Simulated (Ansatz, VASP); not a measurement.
WS2 in VASP and in Ansatz

```
W S
1.0
     3.15320    0.00000    0.00000
    -1.57660    2.73075    0.00000
     0.00000    0.00000   12.07654
W S
2 4
Direct
  0.33333 0.66667 0.25000
  0.66667 0.33333 0.75000
  0.33333 0.66667 0.61971
  0.66667 0.33333 0.11971
  0.33333 0.66667 0.88029
  0.66667 0.33333 0.38029
```

Change from the starting cell: z stretched by -2 %, ions relaxed.

Alike in both runs: functional PBE; k mesh 16 × 16 × 4; occupations fermi-dirac, width 0.02 eV; collinear spin.

Ansatz relaxed the structure, and its values are those at the end. VASP's run is a single point on that final structure, the one shown.

|  | VASP | Ansatz |
| --- | --- | --- |
| version | VASP 6.6.1 | Ansatz 0.2.0 |
| potentials or method | VASP PAW PBE potentials, release 64 (W_sv, S) | plane-wave PAW, scalar-relativistic |
| plane-wave cutoff (eV) | 520 | 420 |
| valence electrons in the cell | 52 | 52 |

```tsv
	VASP	Ansatz	Ansatz less VASP
gap on the k mesh at the Fermi level (eV)	0.89	0.87	-0.018
pressure (GPa)	4.5	4.5	+0.04
rms of the force components (eV/Å)	0.003	0.002	-0.0013
net moment per atom (μB)	0.00	0.00	0.000
```

The functional is the same, so the differences come from potentials, cutoffs and numerics. Ansatz's warnings: seeded moment not kept, stress scf threshold loose.

Neither program's run includes spin-orbit coupling.
